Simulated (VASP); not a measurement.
Here is a VASP 6.6.1 calculation.

INCAR

```
ALGO = Normal
EDIFF = 1E-6
ENCUT = 600
GGA = PE
GGA_COMPAT = F
ISIF = 2
ISMEAR = -1
ISPIN = 2
LASPH = T
LCHARG = F
LORBIT = 11
LREAL = F
LWAVE = F
MAGMOM = 0.05 0
NBANDS = 15
NELM = 200
PREC = Accurate
SIGMA = 0.02
```

KPOINTS

```
k-points
0
Gamma
  6 6 6
```

Contents of POSCAR:

```
BeS
1.0
    2.9413850451      0.0000000000      0.0000000000
    0.0000000000      2.9413850451      0.0000000000
    0.0000000000      0.0000000000      2.9413850451
Be S
1 1
Direct
    0.0000000000      0.0000000000      0.0000000000
    0.5000000000      0.5000000000      0.5000000000
```

Potentials or basis: VASP PAW PBE potentials, release 64 (Be, S).

The run is started by

```bash
$ cat potpaw_PBE.64/Be/POTCAR potpaw_PBE.64/S/POTCAR > POTCAR
$ mpirun -np 1 vasp_std > vasp.out
```

(1) Estimate the net moment.

(2) Estimate the band gap on the k mesh.

(3) Predict the pressure.

Answers

(1) 0.00 μB per cell.

(2) zero (filled and empty bands overlap).

(3) -2.3 GPa.
